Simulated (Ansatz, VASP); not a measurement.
**Co in VASP and in Ansatz**

File INCAR:

```
PREC = Accurate
ENCUT = 520
EDIFF = 1E-6
ISMEAR = 0
SIGMA = 0.1
LREAL = F
LASPH = T
NELM = 150
ALGO = Normal
ISIF = 2
LWAVE = F
LCHARG = F
ISPIN = 2
MAGMOM = 2.5 2.5
LORBIT = 11
LMAXMIX = 4
GGA = PE
NBANDS = 20
```

File KPOINTS:

```
Automatic mesh
0
Gamma
  13 13 7
```

POSCAR

```
Co
1.0
    2.5281232538      0.0000000000      0.0000000000
   -1.2640616269      2.1894189643      0.0000000000
    0.0000000000      0.0000000000      4.1035370626
Co
2
Direct
    0.3333333333      0.6666666667      0.2500000000
    0.6666666667      0.3333333333      0.7500000000
```

Input for Ansatz:

```yaml
crystal:
  lattice:
    - [2.5281232538209375, 0.0, 0.0]
    - [-1.2640616269104687, 2.1894189642790876, 0.0]
    - [0.0, 0.0, 4.103537062585081]
  atoms:
    - { symbol: Co, position: [0.3333333333333333, 0.6666666666666666, 0.25], spin: 2.5 }
    - { symbol: Co, position: [0.6666666666666666, 0.3333333333333333, 0.75], spin: 2.5 }
basis:
  ecutwfc: 571.4391111657479
kpoints:
  mp_grid:
    grid: [13, 13, 7]
hamiltonian:
  xc: pbe
magnetization:
  spin_polarized: true
scf:
  occupations:
    method: gaussian
output:
  stress: true
```

Alike in both runs: task single point; functional PBE; k mesh 13 × 13 × 7; collinear spin.

```csv
,VASP,Ansatz
version,VASP 6.6.1,Ansatz 0.2.0
potentials or method,"VASP PAW PBE potentials, release 64 (Co), cutoff 520 eV","plane waves, PAW"
occupations,"gaussian, width 0.1 eV",gaussian
valence electrons in the cell,18,34
```

VASP gave:

- pressure (GPa): -9.3
- traceless stress, the component that is largest in VASP (GPa): -0.60
- net moment per atom (μB): 1.63
- size of the moment on the site where the two differ most (μB): 1.66

Task: Which values does Ansatz return?

Result: Pressure (GPa): -8.9; traceless stress, the component that is largest in VASP (GPa): -0.51; net moment per atom (μB): 1.63; size of the moment on the site where the two differ most (μB): 1.71.

Site moments also hang on the region over which each program counts them. VASP's potentials hold 18 valence electrons a cell and Ansatz's 34, so a difference there can come from the potentials and not from the codes.
